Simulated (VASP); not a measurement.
# Ni (Fd-3m) in VASP: single point with PBE

Aim: the single point of Ni with PBE.

All numbers are computed with VASP 6.6.1; they aren't measurements. Logs are shortened: lines on timing, memory, paths and dates and some standing lists are left out, and cuts for length are marked.

### Step 1. The cell of the first run

Symmetry: Fd-3m, No. 227, cubic system. The conventional cell has a = 5.119 Å, b = 5.119 Å, c = 5.119 Å, α = 90.00°, β = 90.00°, γ = 90.00°. Ni (site symmetry -43m) has 4 Ni at 2.22 Å within 2.9 Å.

This isn't the form of Ni at room conditions, which is fcc.

### Step 2. Single point, PBE, collinear spin, ferromagnetic start

INCAR reads:

```
SYSTEM = Ni
  PREC = Accurate
  ENCUT = 520
  EDIFF = 1E-7
  ISMEAR = -1
  SIGMA = 0.05
  LREAL = .False.
  LASPH = .True.
  NELM = 150
  ALGO = Normal
  ISIF = 2
  LWAVE = .False.
  LCHARG = .True.
  ISPIN = 2
  MAGMOM = 1 1
  LORBIT = 11
  LMAXMIX = 4
  GGA = PE
  LELF = .True.
  LVHAR = .True.
  NBANDS = 21
```

KPOINTS reads:

```
Automatic mesh
0
Gamma
  14 14 14
  0 0 0
```

POSCAR reads:

```
Ni
1.0
    0.0000000000      2.5594284036      2.5594284036
    2.5594284036      0.0000000000      2.5594284036
    2.5594284036      2.5594284036      0.0000000000
Ni
2
Direct
   -0.1250000000     -0.1250000000     -0.1250000000
    0.1250000000      0.1250000000      0.1250000000
```

Potentials or basis: VASP PAW PBE potentials, release 64 (Ni).

Launch:

```
$ cat potpaw_PBE.64/Ni/POTCAR > POTCAR
$ mpirun -np 1 vasp_std > vasp.out
```

OUTCAR:

```text
SYSTEM = Ni
   PREC = Accurate
   ENCUT = 520
   EDIFF = 1E-7
   ISMEAR = -1
   LREAL = .False.
   LASPH = .True.
   NELM = 150
   ISIF = 2
   ISPIN = 2
   LORBIT = 11
   GGA = PE

 ion  position               nearest neighbor table
   1  0.875  0.875  0.875-   2 2.22   2 2.22   2 2.22   2 2.22
   2  0.125  0.125  0.125-   1 2.22   1 2.22   1 2.22   1 2.22

  LATTYP: Found a face centered cubic cell.
 ALAT       =     5.1188568072

  Lattice vectors:

 A1 = (   0.0000000000,   2.5594284036,   2.5594284036)
 A2 = (   2.5594284036,   0.0000000000,   2.5594284036)
 A3 = (   2.5594284036,   2.5594284036,   0.0000000000)

Analysis of symmetry for initial positions (statically):
=====================================================================
 Subroutine PRICEL returns:
 Original cell was already a primitive cell.

 Routine SETGRP: Setting up the symmetry group for a
 face centered cubic supercell.

 Subroutine GETGRP returns: Found 48 space group operations
 (whereof 12 operations were pure point group operations)
 out of a pool of 48 trial point group operations.

The static configuration has the point symmetry D_3d.
 The point group associated with its full space group is O_h .

Analysis of symmetry for dynamics (positions and initial velocities):
=====================================================================
 Subroutine PRICEL returns:
 Original cell was already a primitive cell.

 Routine SETGRP: Setting up the symmetry group for a
 face centered cubic supercell.

 Subroutine GETGRP returns: Found 48 space group operations
 (whereof 12 operations were pure point group operations)
 out of a pool of 48 trial point group operations.

The dynamic configuration has the point symmetry D_3d.
 The point group associated with its full space group is O_h .

Analysis of structural, dynamic, and magnetic symmetry:
=====================================================================
 Subroutine PRICEL returns:
 Original cell was already a primitive cell.

 Routine SETGRP: Setting up the symmetry group for a
 face centered cubic supercell.

 Subroutine GETGRP returns: Found 48 space group operations
 (whereof 12 operations were pure point group operations)
 out of a pool of 48 trial point group operations.

The overall configuration has the point symmetry D_3d.
 The point group associated with its full space group is O_h .

 Subroutine INISYM returns: Found 48 space group operations
 (whereof 12 operations are pure point group operations),
 and found     1 'primitive' translations

----------------------------------------------------------------------------------------

                                     Primitive cell

  volume of cell :      33.5320

  direct lattice vectors                    reciprocal lattice vectors
     0.000000000  2.559428404  2.559428404    -0.195356119  0.195356119  0.195356119
     2.559428404  0.000000000  2.559428404     0.195356119 -0.195356119  0.195356119
     2.559428404  2.559428404  0.000000000     0.195356119  0.195356119 -0.195356119

  length of vectors
     3.619578360  3.619578360  3.619578360     0.338366724  0.338366724  0.338366724

  position of ions in fractional coordinates (direct lattice)
     0.875000000  0.875000000  0.875000000
     0.125000000  0.125000000  0.125000000

  ion indices of the primitive-cell ions
   primitive index   ion index
                 1           1
                 2           2

----------------------------------------------------------------------------------------

 KPOINTS: Automatic mesh

Automatic generation of k-mesh.
 Grid dimensions read from file:
 generate k-points for:   14   14   14

 Generating k-lattice:

  Cartesian coordinates                     Fractional coordinates (reciprocal lattice)
    -0.013954009  0.013954009  0.013954009     0.071428571  0.000000000  0.000000000
     0.013954009 -0.013954009  0.013954009     0.000000000  0.071428571  0.000000000
     0.013954009  0.013954009 -0.013954009     0.000000000  0.000000000  0.071428571

  Length of vectors
     0.024169052  0.024169052  0.024169052

  Shift w.r.t. Gamma in fractional coordinates (k-lattice)
     0.000000000  0.000000000  0.000000000

 Subroutine IBZKPT returns following result:
 ===========================================

 Found    104 irreducible k-points:

 Following reciprocal coordinates:
            Coordinates               Weight
  0.000000  0.000000  0.000000      1.000000
  0.071429  0.000000  0.000000      8.000000
  0.142857  0.000000  0.000000      8.000000
  0.214286  0.000000  0.000000      8.000000
  0.285714  0.000000  0.000000      8.000000
  0.357143  0.000000  0.000000      8.000000
[... 16 lines left out ...]
  0.214286  0.142857  0.000000     24.000000
  0.285714  0.142857  0.000000     24.000000
 [... further k-points ...]
   k-points           NKPTS =    104   k-points in BZ     NKDIM =    104   number of bands    NBANDS=     21
   number of dos      NEDOS =    301   number of ions     NIONS =      2
   total plane-waves  NPLWV =  21952
   dimension x,y,z NGX =    28 NGY =   28 NGZ =   28
   dimension x,y,z NGXF=    56 NGYF=   56 NGZF=   56
   ions per type =               2
   NGX,Y,Z   is equivalent  to a cutoff of  12.86, 12.86, 12.86 a.u.
   NGXF,Y,Z  is equivalent  to a cutoff of  25.72, 25.72, 25.72 a.u.
 SYSTEM =  Ni
   PREC   = accura    normal or accurate (medium, high low for compatibility)
   ISTART =      0    job   : 0-new  1-cont  2-samecut
   ICHARG =      2    charge: 1-file 2-atom 10-const
   ISPIN  =      2    spin polarized calculation?
   LNONCOLLINEAR =      F non collinear calculations
   LSORBIT =      F    spin-orbit coupling
   LASPH  =      T    aspherical Exc in radial PAW
   ENCUT  =  520.0 eV  38.22 Ry    6.18 a.u.   6.73  6.73  6.73*2*pi/ulx,y,z
   NELM   =    150;   NELMIN=  2; NELMDL= -5     # of ELM steps
   EDIFF  = 0.1E-06   stopping-criterion for ELM
   LREAL  =      F    real-space projection
   EDIFFG = 0.1E-05   stopping-criterion for IOM
   NSW    =      0    number of steps for IOM
   IBRION =     -1    ionic relax: 0-MD 1-quasi-New 2-CG
   NFREE  =      0    steps in history (QN), initial steepest desc. (CG)
   ISIF   =      2    stress and relaxation
   ISYM   =      2    0-nonsym 1-usesym 2-fastsym
   POTIM  = 0.5000    time-step for ionic-motion
   TEBEG  =    0.0;   TEEND  =   0.0 temperature during run
   PSTRESS=    0.0 pullay stress
   NELECT =      20.0000    total number of electrons
   NUPDOWN=      -1.0000    fix difference up-down
   EMIN   =  10.00;   EMAX   =-10.00  energy-range for DOS
   EFERMI =   0.00;   METHOD = LEGACY
   ISMEAR =    -1;   SIGMA  =   0.05  broadening in eV -4-tet -1-fermi 0-gaus
   EFERMI_NEDOS =   21; number of points for ismear=-14 and -15
   IALGO  =     38    algorithm
   IMIX   =      4    mixing-type and parameters
     AMIX     =   0.40;   BMIX     =  1.00
     AMIX_MAG =   1.60;   BMIX_MAG =  1.00
  volume/ion in A,a.u.               =      16.77       113.14
  Fermi-wavevector in a.u.,A,eV,Ry     =   1.378051  2.604138 25.837784  1.899024
  Thomas-Fermi vector in A             =   2.503148
   LORBIT       =     11    0 simple, 1 ext, 2 COOP (PROOUT), +10 PAW based schemes
   GGA     = PE    functional components
   LHFCALC =     F    Hartree Fock is set to
   AEXX    =    0.0000 exact exchange contribution
   IVDW    =     0    specifies the selected vdW correction
   LEPSILON=     F    determine dielectric tensor
   LRPA    =     F    only Hartree local field effects (RPA)
 spin polarized calculation
  energy-cutoff  :      520.00
  volume of cell :       33.53
 maximum number of plane-waves:       934
   NGX = 13   NGY = 13   NGZ = 13

 number of electron      20.0000000 magnetization       1.5900368

 Free energy of the ion-electron system (eV)
  ---------------------------------------------------
  ext. energy  EPLUGINS =         0.00000000
  ---------------------------------------------------
  free energy    TOTEN  =        -8.56469164 eV

  energy without entropy =       -8.53420395  energy(sigma->0) =       -8.54944779

 E-fermi :   4.5748     XC(G=0): -10.6014

 val. band max:        4.5746044308   @ k =   0.1429   0.1429   0.0000
 cond. band min:       4.5751915287   @ k =   0.2857   0.0714   0.0000
 fundamental gap:      0.0005870979
 Fermi energy:         4.5748109930

 spin component 1

 k-point     1 :       0.0000    0.0000    0.0000
  band No.  band energies     occupation
      1      -1.9135      1.00000
      2       1.4544      1.00000
      3       1.4544      1.00000
      4       1.4767      1.00000
      5       1.4767      1.00000
      6       1.4767      1.00000
[... 13 lines left out ...]
     20      21.4579      0.00000
     21      21.4579      0.00000
[... 529 lines left out ...]
 k-point    24 :       0.2857    0.1429    0.0000
  band No.  band energies     occupation
      1      -0.6475      1.00000
      2       1.0831      1.00000
      3       1.4789      1.00000
      4       1.5185      1.00000
      5       1.7184      1.00000
      6       1.9575      1.00000
[... 13 lines left out ...]
     20      22.9744      0.00000
     21      23.9975      0.00000

 [... further k-points ...]

 spin component 2

 k-point     1 :       0.0000    0.0000    0.0000
  band No.  band energies     occupation
      1      -1.9080      1.00000
      2       2.1830      1.00000
      3       2.1830      1.00000
      4       2.2316      1.00000
      5       2.2316      1.00000
      6       2.2316      1.00000
[... 13 lines left out ...]
     20      21.4394      0.00000
     21      21.4394      0.00000
[... 529 lines left out ...]
 k-point    24 :       0.2857    0.1429    0.0000
  band No.  band energies     occupation
      1      -0.6273      1.00000
      2       1.7927      1.00000
      3       2.2471      1.00000
      4       2.2889      1.00000
      5       2.4706      1.00000
      6       2.7091      1.00000
[... 13 lines left out ...]
     20      23.0147      0.00000
     21      24.0718      0.00000

 [... further k-points ...]

------------------------ aborting loop because EDIFF is reached ----------------------------------------

  FORCE on cell =-STRESS in cart. coord.  units (eV):
  Direction    XX          YY          ZZ          XY          YZ          ZX
  --------------------------------------------------------------------------------------
  -------------------------------------------------------------------------------------
  Total       -0.2011099     -0.2011099     -0.2011099     -0.0000000      0.0000000      0.0000000
  in kB       -9.6091515     -9.6091515     -9.6091515     -0.0000000      0.0000000      0.0000000
  external PRESSURE =      -9.6091515 kB  Pullay stress =       0.0000000 kB

 VOLUME and BASIS-vectors are now :
 -----------------------------------------------------------------------------
  energy-cutoff  :      520.00
  volume of cell :       33.53
      direct lattice vectors                 reciprocal lattice vectors
     0.000000000  2.559428404  2.559428404    -0.195356119  0.195356119  0.195356119
     2.559428404  0.000000000  2.559428404     0.195356119 -0.195356119  0.195356119
     2.559428404  2.559428404  0.000000000     0.195356119  0.195356119 -0.195356119

 POSITION                                       TOTAL-FORCE (eV/Angst)
 -----------------------------------------------------------------------------------
      4.47900      4.47900      4.47900         0.000000      0.000000     -0.000000
      0.63986      0.63986      0.63986        -0.000000     -0.000000      0.000000
 -----------------------------------------------------------------------------------
    total drift:                                0.000000      0.000000     -0.000000

  FREE ENERGIE OF THE ION-ELECTRON SYSTEM (eV)
  ---------------------------------------------------
  free  energy   TOTEN  =        -8.5646916374 eV

  energy  without entropy=       -8.5342039504  energy(sigma->0) =       -8.54944779

 total charge

# of ion       s       p       d       tot
------------------------------------------
    1        0.537   0.336   8.328   9.200
    2        0.537   0.336   8.328   9.200
--------------------------------------------------
tot          1.074   0.671  16.656  18.401

 magnetization (x)

# of ion       s       p       d       tot
------------------------------------------
    1       -0.013  -0.016   0.830   0.801
    2       -0.013  -0.016   0.830   0.801
--------------------------------------------------
tot         -0.026  -0.032   1.659   1.601
```

Run time: 2.3 min. Hardware: 1 thread of Intel Xeon 6975P-C (Granite Rapids), shared host; peak memory 0.24 GiB.

What came out:

```
Free energy                                           : -8.5647 eV
Pressure                                              : -1.0 GPa
Net moment                                            : 1.59 μB per cell
Site moments                                          : Ni +0.80 μB
Valence electrons inside the program's atomic spheres : Ni 9.20
```

Levels at points of the mesh, in eV from the Fermi level:
Spin up:
| k point | band 9 | band 10 | band 11 | band 12 | band 13 | band 14 |
| --- | --- | --- | --- | --- | --- | --- |
| (0.00, 0.00, 0.00) | -1.71 | -0.78 | -0.78 | 11.50 | 11.50 | 11.50 |
| (0.50, 0.00, 0.00) | -1.38 | -0.94 | -0.94 | 0.29 | 8.38 | 8.38 |
| (0.50, 0.50, 0.00) | -0.82 | -0.82 | 0.89 | 0.89 | 4.40 | 4.40 |
Spin down:
```tsv
k point	band 5	band 6	band 7	band 8	band 9	band 10	band 11	band 12	band 13	band 14
(0.00, 0.00, 0.00)	-2.34	-2.34	-0.87	-0.87	-0.87	0.11	0.11	11.66	11.66	11.66
(0.50, 0.00, 0.00)	-2.28	-2.28	-1.42	-0.55	-0.55	-0.01	-0.01	1.02	8.49	8.49
(0.50, 0.50, 0.00)	-1.98	-1.98	-1.09	-1.09	0.13	0.13	1.40	1.40	4.40	4.40
```
